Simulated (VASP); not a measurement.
# Rb in VASP: a series of runs

Rb is run at these levels: PBEsol, PBE, PBE+D3(BJ); tasks: single point.

Program: VASP 6.6.1. These are calculated values, not measurements. Logs are shortened: lines on timing, memory, paths and dates and some standing lists are left out, and cuts for length are marked.

## 1. The cell of the first run

It takes space group Im-3m (No. 229, cubic). The conventional cell has a = 5.605 Å, b = 5.605 Å, c = 5.605 Å, α = 90.00°, β = 90.00°, γ = 90.00°.

## 2. Single point, PBEsol

INCAR reads:

```
SYSTEM = Rb
PREC = Accurate
ENCUT = 520
EDIFF = 1E-7
ISMEAR = 0
SIGMA = 0.1
LREAL = .FALSE.
LASPH = .TRUE.
NELM = 100
ALGO = Fast
ISIF = 2
LWAVE = .FALSE.
LCHARG = .FALSE.
GGA = PS
NBANDS = 10
```

KPOINTS reads:

```
Automatic mesh
0
G
  7 7 7
  0 0 0
```

POSCAR reads:

```
Rb
1.0
   -2.8025000000      2.8025000000      2.8025000000
    2.8025000000     -2.8025000000      2.8025000000
    2.8025000000      2.8025000000     -2.8025000000
Rb
1
Direct
    0.0000000000      0.0000000000      0.0000000000
```

Potentials or basis: VASP PAW PBE potentials, release 64 (Rb_sv).

The run is started by

```sh
$ cat potpaw_PBE.64/Rb_sv/POTCAR > POTCAR
$ mpirun -np 1 vasp_std > vasp.out
```

OUTCAR:

```text
SYSTEM = Rb
   PREC = Accurate
   ENCUT = 520
   EDIFF = 1E-7
   ISMEAR = 0
   LREAL = .FALSE.
   LASPH = .TRUE.
   NELM = 100
   ISIF = 2
   GGA = PS

 ion  position               nearest neighbor table
   1  0.000  0.000  0.000-

  LATTYP: Found a body centered cubic cell.
 ALAT       =     5.6050000000

  Lattice vectors:

 A1 = (  -2.8025000000,   2.8025000000,   2.8025000000)
 A2 = (   2.8025000000,  -2.8025000000,   2.8025000000)
 A3 = (   2.8025000000,   2.8025000000,  -2.8025000000)

Analysis of symmetry for initial positions (statically):
=====================================================================
 Subroutine PRICEL returns:
 Original cell was already a primitive cell.

 Routine SETGRP: Setting up the symmetry group for a
 body centered cubic supercell.

 Subroutine GETGRP returns: Found 48 space group operations
 (whereof 48 operations were pure point group operations)
 out of a pool of 48 trial point group operations.

The static configuration has the point symmetry O_h .

Analysis of symmetry for dynamics (positions and initial velocities):
=====================================================================
 Subroutine PRICEL returns:
 Original cell was already a primitive cell.

 Routine SETGRP: Setting up the symmetry group for a
 body centered cubic supercell.

 Subroutine GETGRP returns: Found 48 space group operations
 (whereof 48 operations were pure point group operations)
 out of a pool of 48 trial point group operations.

The dynamic configuration has the point symmetry O_h .

 Subroutine INISYM returns: Found 48 space group operations
 (whereof 48 operations are pure point group operations),
 and found     1 'primitive' translations

----------------------------------------------------------------------------------------

                                     Primitive cell

  volume of cell :      88.0434

  direct lattice vectors                    reciprocal lattice vectors
    -2.802500000  2.802500000  2.802500000     0.000000000  0.178412132  0.178412132
     2.802500000 -2.802500000  2.802500000     0.178412132  0.000000000  0.178412132
     2.802500000  2.802500000 -2.802500000     0.178412132  0.178412132  0.000000000

  length of vectors
     4.854072388  4.854072388  4.854072388     0.252312857  0.252312857  0.252312857

  position of ions in fractional coordinates (direct lattice)
     0.000000000  0.000000000  0.000000000

  ion indices of the primitive-cell ions
   primitive index   ion index
                 1           1

----------------------------------------------------------------------------------------

 KPOINTS: Automatic mesh

Automatic generation of k-mesh.
 Grid dimensions read from file:
 generate k-points for:    7    7    7

 Generating k-lattice:

  Cartesian coordinates                     Fractional coordinates (reciprocal lattice)
     0.000000000  0.025487447  0.025487447     0.142857143  0.000000000  0.000000000
     0.025487447  0.000000000  0.025487447     0.000000000  0.142857143  0.000000000
     0.025487447  0.025487447  0.000000000     0.000000000  0.000000000  0.142857143

  Length of vectors
     0.036044694  0.036044694  0.036044694

  Shift w.r.t. Gamma in fractional coordinates (k-lattice)
     0.000000000  0.000000000  0.000000000

 Subroutine IBZKPT returns following result:
 ===========================================

 Found     20 irreducible k-points:

 Following reciprocal coordinates:
            Coordinates               Weight
  0.000000  0.000000  0.000000      1.000000
  0.142857  0.000000  0.000000     12.000000
  0.285714  0.000000  0.000000     12.000000
  0.428571  0.000000  0.000000     12.000000
  0.142857  0.142857  0.000000     24.000000
  0.285714  0.142857  0.000000     48.000000
[... 12 lines left out ...]
 -0.428571 -0.428571  0.285714      8.000000
 -0.428571  0.428571  0.428571      6.000000
   k-points           NKPTS =     20   k-points in BZ     NKDIM =     20   number of bands    NBANDS=     10
   number of dos      NEDOS =    301   number of ions     NIONS =      1
   total plane-waves  NPLWV =  46656
   dimension x,y,z NGX =    36 NGY =   36 NGZ =   36
   dimension x,y,z NGXF=    72 NGYF=   72 NGZF=   72
   ions per type =               1
   NGX,Y,Z   is equivalent  to a cutoff of  12.33, 12.33, 12.33 a.u.
   NGXF,Y,Z  is equivalent  to a cutoff of  24.66, 24.66, 24.66 a.u.
 SYSTEM =  Rb
   PREC   = accura    normal or accurate (medium, high low for compatibility)
   ISTART =      0    job   : 0-new  1-cont  2-samecut
   ICHARG =      2    charge: 1-file 2-atom 10-const
   ISPIN  =      1    spin polarized calculation?
   LNONCOLLINEAR =      F non collinear calculations
   LSORBIT =      F    spin-orbit coupling
   LASPH  =      T    aspherical Exc in radial PAW
   ENCUT  =  520.0 eV  38.22 Ry    6.18 a.u.   9.03  9.03  9.03*2*pi/ulx,y,z
   NELM   =    100;   NELMIN=  2; NELMDL= -5     # of ELM steps
   EDIFF  = 0.1E-06   stopping-criterion for ELM
   LREAL  =      F    real-space projection
   EDIFFG = 0.1E-05   stopping-criterion for IOM
   NSW    =      0    number of steps for IOM
   IBRION =     -1    ionic relax: 0-MD 1-quasi-New 2-CG
   NFREE  =      0    steps in history (QN), initial steepest desc. (CG)
   ISIF   =      2    stress and relaxation
   ISYM   =      2    0-nonsym 1-usesym 2-fastsym
   POTIM  = 0.5000    time-step for ionic-motion
   TEBEG  =    0.0;   TEEND  =   0.0 temperature during run
   PSTRESS=    0.0 pullay stress
   NELECT =       9.0000    total number of electrons
   NUPDOWN=      -1.0000    fix difference up-down
   EMIN   =  10.00;   EMAX   =-10.00  energy-range for DOS
   EFERMI =   0.00;   METHOD = LEGACY
   ISMEAR =     0;   SIGMA  =   0.10  broadening in eV -4-tet -1-fermi 0-gaus
   EFERMI_NEDOS =   21; number of points for ismear=-14 and -15
   IALGO  =     68    algorithm
   IMIX   =      4    mixing-type and parameters
     AMIX     =   0.40;   BMIX     =  1.00
     AMIX_MAG =   1.60;   BMIX_MAG =  1.00
  volume/ion in A,a.u.               =      88.04       594.15
  Fermi-wavevector in a.u.,A,eV,Ry     =   0.765462  1.446513  7.972081  0.585931
  Thomas-Fermi vector in A             =   1.865587
   LORBIT       =      0    0 simple, 1 ext, 2 COOP (PROOUT), +10 PAW based schemes
   GGA     = PS    functional components
   LHFCALC =     F    Hartree Fock is set to
   AEXX    =    0.0000 exact exchange contribution
   IVDW    =     0    specifies the selected vdW correction
   LEPSILON=     F    determine dielectric tensor
   LRPA    =     F    only Hartree local field effects (RPA)
 non-spin polarized calculation
 RMM-DIIS sequential band-by-band and
 Gauss-broadening in eV      SIGMA  =   0.10
  energy-cutoff  :      520.00
  volume of cell :       88.04
 maximum number of plane-waves:      2398
   NGX = 19   NGY = 19   NGZ = 19

 number of electron       9.0000000 magnetization

 Free energy of the ion-electron system (eV)
  ---------------------------------------------------
  ext. energy  EPLUGINS =         0.00000000
  ---------------------------------------------------
  free energy    TOTEN  =        -1.02878989 eV

  energy without entropy =       -1.02373932  energy(sigma->0) =       -1.02626461

 E-fermi :   0.0091     XC(G=0):  -5.6036

 val. band max:       -0.0376998387   @ k =  -0.2857   0.4286   0.1429
 cond. band min:       0.1184029619   @ k =  -0.4286   0.4286   0.1429
 fundamental gap:      0.1561028006
 Fermi energy:         0.0090960760

 k-point     1 :       0.0000    0.0000    0.0000
  band No.  band energies     occupation
      1     -28.8200      2.00000
      2     -12.8634      2.00000
      3     -12.8634      2.00000
      4     -12.8634      2.00000
      5      -2.0002      2.00000
      6       3.7304      0.00000
      7       3.7304      0.00000
      8       3.7304      0.00000
      9       4.6991      0.00000
     10       4.6991      0.00000

 k-point     2 :       0.1429    0.0000    0.0000
  band No.  band energies     occupation
      1     -28.8190      2.00000
      2     -12.8842      2.00000
      3     -12.8702      2.00000
      4     -12.8634      2.00000
      5      -1.7539      2.00000
      6       3.2972      0.00000
      7       3.4247      0.00000
      8       3.9606      0.00000
      9       4.4253      0.00000
     10       4.6248      0.00000

 k-point     3 :       0.2857    0.0000    0.0000
  band No.  band energies     occupation
      1     -28.8169      2.00000
      2     -12.9303      2.00000
      3     -12.8854      2.00000
      4     -12.8634      2.00000
      5      -1.0637      2.00000
      6       2.2280      0.00000
      7       2.9397      0.00000
      8       4.5498      0.00000
      9       4.6287      0.00000
     10       4.6471      0.00000

 k-point     4 :       0.4286    0.0000    0.0000
  band No.  band energies     occupation
      1     -28.8153      2.00000
      2     -12.9663      2.00000
      3     -12.8976      2.00000
      4     -12.8634      2.00000
      5      -0.0941      1.85568
      6       1.1671      0.00000
      7       2.6487      0.00000
      8       4.4147      0.00000
      9       4.9918      0.00000
     10       5.6664      0.00000
[... 170 lines left out ...]
 k-point    18 :      -0.4286    0.4286    0.2857
  band No.  band energies     occupation
      1     -28.8128      2.00000
      2     -12.9488      2.00000
      3     -12.9228      2.00000
      4     -12.9116      2.00000
      5       0.6249      0.00000
      6       1.4442      0.00000
      7       2.7576      0.00000
      8       3.0575      0.00000
      9       3.9735      0.00000
     10       5.6736      0.00000

 k-point    19 :      -0.4286   -0.4286    0.2857
  band No.  band energies     occupation
      1     -28.8121      2.00000
      2     -12.9422      2.00000
      3     -12.9422      2.00000
      4     -12.9149      2.00000
      5       1.2045      0.00000
      6       1.2045      0.00000
      7       2.2465      0.00000
      8       3.6828      0.00000
      9       3.6828      0.00000
     10       5.3927      0.00000

 k-point    20 :      -0.4286    0.4286    0.4286
  band No.  band energies     occupation
      1     -28.8115      2.00000
      2     -12.9401      2.00000
      3     -12.9366      2.00000
      4     -12.9366      2.00000
      5       1.1010      0.00000
      6       1.3527      0.00000
      7       3.1581      0.00000
      8       3.2776      0.00000
      9       3.2776      0.00000
     10       5.5695      0.00000

------------------------ aborting loop because EDIFF is reached ----------------------------------------

  FORCE on cell =-STRESS in cart. coord.  units (eV):
  Direction    XX          YY          ZZ          XY          YZ          ZX
  --------------------------------------------------------------------------------------
  -------------------------------------------------------------------------------------
  Total       -0.0344948     -0.0344948     -0.0344948     -0.0000000     -0.0000000     -0.0000000
  in kB       -0.6277219     -0.6277219     -0.6277219     -0.0000000     -0.0000000     -0.0000000
  external PRESSURE =      -0.6277219 kB  Pullay stress =       0.0000000 kB

 VOLUME and BASIS-vectors are now :
 -----------------------------------------------------------------------------
  energy-cutoff  :      520.00
  volume of cell :       88.04
      direct lattice vectors                 reciprocal lattice vectors
    -2.802500000  2.802500000  2.802500000     0.000000000  0.178412132  0.178412132
     2.802500000 -2.802500000  2.802500000     0.178412132  0.000000000  0.178412132
     2.802500000  2.802500000 -2.802500000     0.178412132  0.178412132  0.000000000

 POSITION                                       TOTAL-FORCE (eV/Angst)
 -----------------------------------------------------------------------------------
      0.00000      0.00000      0.00000         0.000000      0.000000      0.000000
 -----------------------------------------------------------------------------------
    total drift:                               -0.000000      0.000000      0.000000

  FREE ENERGIE OF THE ION-ELECTRON SYSTEM (eV)
  ---------------------------------------------------
  free  energy   TOTEN  =        -1.0287898940 eV

  energy  without entropy=       -1.0237393213  energy(sigma->0) =       -1.02626461
```

Run time: 37 s. Hardware: 1 thread of Intel Xeon 8259CL, shared host; peak memory 0.2 GiB.

Results:

```
Free energy : -1.0288 eV
Pressure    : -0.1 GPa
```

Caveat: the PAW data sets were made with another functional, which shifts forces and pressure a little.

(Continued in part 2 of 2.)
